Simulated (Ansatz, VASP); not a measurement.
**Two plane-wave programs on TiO2**

Contents of POSCAR:

```
TiO2
1.0
    4.5444052618      0.0000000000      0.0000000000
    0.0000000000      4.5444052618      0.0000000000
    0.0000000000      0.0000000000      2.9375852743
Ti O
2 4
Direct
    0.0000000000      0.0000000000      0.0000000000
    0.5000000000      0.5000000000      0.5000000000
    0.3036971188      0.3036971188      0.0000000000
    0.1963028812      0.8036971188      0.5000000000
    0.6963028812      0.6963028812      0.0000000000
    0.8036971188      0.1963028812      0.5000000000
```

Contents of INCAR.step1:

```
ALGO     = Normal         # electronic algorithm
EDIFF    = 1E-4           # SCF threshold, eV
ENCUT    = 520            # plane-wave cutoff, eV
GGA      = PE             # functional
ISMEAR   = 0              # smearing method
LASPH    = True           # aspherical terms in the spheres
LCHARG   = False          # write CHGCAR
LREAL    = False          # projectors in reciprocal space
LWAVE    = True           # write WAVECAR
NBANDS   = 33             # bands
NELM     = 100            # most SCF steps
PREC     = Accurate       # precision mode
SIGMA    = 0.01           # smearing width, eV
```

The input INCAR.step2:

```
ALGO     = Normal         # electronic algorithm
EDIFF    = 1E-7           # SCF threshold, eV
ENCUT    = 520            # plane-wave cutoff, eV
ISIF     = 2              # what is computed and relaxed
ISMEAR   = 0              # smearing method
ISTART   = 1            
LASPH    = True           # aspherical terms in the spheres
LCHARG   = False          # write CHGCAR
LMIXTAU  = True         
LREAL    = False          # projectors in reciprocal space
LWAVE    = False          # write WAVECAR
METAGGA  = R2SCAN         # meta-GGA
NBANDS   = 33             # bands
NELM     = 100            # most SCF steps
PREC     = Accurate       # precision mode
SIGMA    = 0.01           # smearing width, eV
```

KPOINTS

```
k-points
0
Gamma
  4 4 6
```

Input for Ansatz:

```yaml
crystal:
  lattice:
    - [4.5444052618, 0.0, 0.0]
    - [0.0, 4.5444052618, 0.0]
    - [0.0, 0.0, 2.93758527427]
  atoms:
    - { symbol: Ti, position: [0.0, 0.0, 0.0] }
    - { symbol: Ti, position: [0.5, 0.5, 0.5] }
    - { symbol: O, position: [0.303697118834, 0.303697118834, 0.0] }
    - { symbol: O, position: [0.196302881166, 0.803697118834, 0.5] }
    - { symbol: O, position: [0.696302881166, 0.696302881166, 0.0] }
    - { symbol: O, position: [0.803697118834, 0.196302881166, 0.5] }
kpoints:
  mp_grid: { grid: [4, 4, 6] }
scf:
  occupations: { method: fixed }
  convergence: { dr2_threshold: 1.0e-10 }
hamiltonian:
  xc: r2scan
  pseudopotentials: { kind: paw }
output:
  forces: true
  stress: true
  eigenstates:
    kpoints:
      - [0.0, 0.0, 0.0]
      - [0.5, 0.5, 0.0]
      - [0.0, 0.5, 0.5]
      - [0.5, 0.0, 0.5]
      - [0.0, 0.0, -0.5]
      - [-0.5, -0.5, -0.5]
      - [0.0, -0.5, 0.0]
      - [-0.5, 0.0, 0.0]
  eigenvalues: true
```

Alike in both runs: task single point; functional r2SCAN; k mesh 4 × 4 × 6; no spin polarisation.

```csv
,VASP,Ansatz
version,VASP 6.6.1,Ansatz 0.2.0
potentials or method,"VASP PAW PBE potentials, release 64 (Ti_sv, O)","PAW with Ansatz's default frozen-core files, scalar-relativistic"
plane-wave cutoff (eV),520,500
occupations,"gaussian, width 0.01 eV",fixed
valence electrons in the cell,48,48
```

|  | VASP | Ansatz | Ansatz less VASP |
| --- | --- | --- | --- |
| gap on the k mesh at the Fermi level (eV) | 2.26 | 2.25 | -0.008 |
| pressure (GPa) | 8.4 | 7.0 | -1.37 |
| traceless stress, the component that is largest in VASP (GPa) | 0.45 | 0.00 | -0.445 |
| rms of the force components (eV/Å) | 0.014 | 0.000 | -0.0135 |

VASP's potentials were made for PBE, not for r2SCAN. Atom by atom the forces differ by 0.013 eV/Å (rms over components).
